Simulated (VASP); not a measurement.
Input of a VASP 6.6.1 run:

File INCAR:

```
SYSTEM = SiB4N
PREC     = Accurate       ! precision mode
ENCUT    = 600            ! plane-wave cutoff, eV
EDIFF    = 1E-6           ! SCF threshold, eV
ISMEAR   = 0              ! smearing method
SIGMA    = 0.1            ! smearing width, eV
LREAL    = .FALSE.        ! projectors in reciprocal space
LASPH    = .TRUE.         ! aspherical terms in the spheres
NELM     = 80             ! most SCF steps
ALGO     = Normal         ! electronic algorithm
ISIF     = 3              ! what is computed and relaxed
LWAVE    = .FALSE.        ! write WAVECAR
LCHARG   = .FALSE.        ! write CHGCAR
GGA      = PE             ! functional
IBRION   = 2              ! ionic algorithm
NSW      = 90             ! ionic steps
EDIFFG   = -0.04          ! ionic threshold
```

Contents of KPOINTS:

```
Automatic mesh
0
G
  6 6 6
  0 0 0
```

Contents of POSCAR:

```
SiB4N
1.0
    0.0000000000      3.0455592600      3.0455592600
    3.0455592600      0.0000000000      3.0455592600
    3.0455592600      3.0455592600      0.0000000000
Si B N
1 4 1
Direct
    0.0000000000      0.0000000000      0.0000000000
    0.8749721900      0.3750092700      0.3750092700
    0.3750092700      0.3750092700      0.3750092700
    0.3750092700      0.8749721900      0.3750092700
    0.3750092700      0.3750092700      0.8749721900
    0.7500000000      0.7500000000      0.7500000000
```

Potentials or basis: VASP PAW PBE potentials, release 64 (Si, B, N).

Command:

```sh
$ cat potpaw_PBE.64/Si/POTCAR potpaw_PBE.64/B/POTCAR potpaw_PBE.64/N/POTCAR > POTCAR
$ mpirun -np 1 vasp_std > vasp.out
```

**Question.** What does it give for the relaxed volume?

**Answer.** 7.26 Å³/atom.

**Question.** What does it give for the relaxed cell?

**Answer.** a = 3.950 Å, b = 3.950 Å, c = 3.950 Å, α = 60.00°, β = 60.00°, γ = 60.00°.

**Question.** Predict the space group after relaxing (to 0.1 Å).

**Answer.** F-43m (No. 216).

Final structure:
```
Si B N
1.0
     0.00000    2.79315    2.79315
     2.79315    0.00000    2.79315
     2.79315    2.79315    0.00000
Si B N
1 4 1
Direct
  0.00000 0.00000 0.00000
  0.87181 0.37606 0.37606
  0.37606 0.37606 0.37606
  0.37606 0.87181 0.37606
  0.37606 0.37606 0.87181
  0.75000 0.75000 0.75000
```

Caveat: the volume moved by over 15 % at a fixed basis, so the end points are rough; the highest band is partly filled, so the run has too few bands.
